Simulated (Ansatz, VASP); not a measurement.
BeS in VASP and in Ansatz

POSCAR

```
BeS
1.0
    2.4514719052      2.4514719052      0.0000000000
   -2.4514719052      2.4514719052      0.0000000000
    0.0000000000      2.4514719052      2.4514719052
Be S
1 1
Direct
    0.0000000000      0.0000000000      0.0000000000
    0.7500000000      0.2500000000      0.5000000000
```

INCAR.step1

```
SYSTEM = BeS
ALGO = Normal ; EDIFF = 1E-4
ENCUT = 520 ; GGA = PE
ISMEAR = 0 ; LASPH = .TRUE.
LCHARG = .FALSE. ; LREAL = .FALSE.
LWAVE = .TRUE. ; NBANDS = 11
NELM = 100 ; PREC = Accurate
SIGMA = 0.01
```

INCAR.step2

```
SYSTEM = BeS
ALGO = Normal ; EDIFF = 1E-6
ENCUT = 520 ; ISIF = 2
ISMEAR = 0 ; ISTART = 1
LASPH = .TRUE. ; LCHARG = .FALSE.
LMIXTAU = .TRUE. ; LREAL = .FALSE.
LWAVE = .FALSE. ; METAGGA = R2SCAN
NBANDS = 11 ; NELM = 100
PREC = Accurate ; SIGMA = 0.01
```

The input KPOINTS:

```
k-points
0
G
  8 8 8
  0 0 0
```

Input for Ansatz:

```yaml
crystal:
  lattice:
    - [2.45147190525, 2.45147190525, 0.0]
    - [-2.45147190525, 2.45147190525, 0.0]
    - [0.0, 2.45147190525, 2.45147190525]
  atoms:
    - { symbol: Be, position: [0.0, 0.0, 0.0] }
    - { symbol: S, position: [0.75, 0.25, 0.5] }
kpoints:
  mp_grid: { grid: [8, 8, 8] }
scf:
  occupations: { method: fixed }
  convergence: { dr2_threshold: 1.0e-10 }
hamiltonian:
  xc: r2scan
  pseudopotentials: { kind: paw }
output:
  forces: true
  stress: true
  eigenstates:
    kpoints:
      - [0.0, 0.0, 0.0]
      - [-0.5, 0.5, 0.0]
      - [-0.5, -0.5, -0.5]
      - [0.0, 0.0, -0.5]
      - [0.0, -0.5, -0.5]
      - [0.0, 0.5, 0.0]
      - [-0.5, 0.0, 0.0]
      - [-0.5, 0.0, -0.5]
  eigenvalues: true
```

Alike in both runs: task single point; functional r2SCAN; k mesh 8 × 8 × 8; no spin polarisation.

```csv
,VASP,Ansatz
version,VASP 6.6.1,Ansatz 0.2.0
potentials or method,"VASP PAW PBE potentials, release 64 (Be, S)","PAW with Ansatz's default frozen-core files, scalar-relativistic"
plane-wave cutoff (eV),520,500
occupations,"gaussian, width 0.01 eV",fixed
valence electrons in the cell,8,8
```

|  | VASP | Ansatz | Ansatz less VASP |
| --- | --- | --- | --- |
| gap on the k mesh at the Fermi level (eV) | 3.64 | 3.63 | -0.009 |
| pressure (GPa) | -1.7 | -2.0 | -0.25 |

VASP's potentials were made for PBE, not for r2SCAN.
